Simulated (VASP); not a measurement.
**NaIr (CsCl type): single point with PBE**

The system is NaIr (CsCl type).

```
Na Ir
1.0
     3.23126    0.00000    0.00000
     0.00000    3.23126    0.00000
     0.00000    0.00000    3.23126
Na Ir
1 1
Cartesian
  0.0000 0.0000 0.0000
  1.6156 1.6156 1.6156
```

```json
{"Program": "VASP 6.6.1", "Task": "single point", "Functional": "PBE", "Potentials or basis": "VASP PAW PBE potentials, release 64 (Na_pv, Ir)", "Cutoff": "520 eV", "k mesh": "11 × 11 × 11", "Occupations": "fermi-dirac, width 0.05 eV", "Spin": "no spin polarisation"}
```

| Property | Result |
| --- | --- |
| Pressure | 0.2 GPa |
| Band gap on the k mesh | zero (bands 8 and 9 overlap by 1.61 eV) |

Levels at points of the mesh, in eV from the Fermi level:
| k point | band 4 | band 5 | band 6 | band 7 | band 8 | band 9 | band 10 | band 11 | band 12 | band 13 |
| --- | --- | --- | --- | --- | --- | --- | --- | --- | --- | --- |
| (0.00, 0.00, 0.00) | -5.83 | -2.56 | -2.56 | 0.17 | 0.17 | 0.17 | 9.78 | 9.78 | 9.78 | 13.18 |

Run time: 22 s on 1 thread of Intel Xeon 8259CL, on a shared host, peak memory 0.16 GiB.

Caveat: spin-orbit coupling is left out, which moves the levels of the heavy elements.
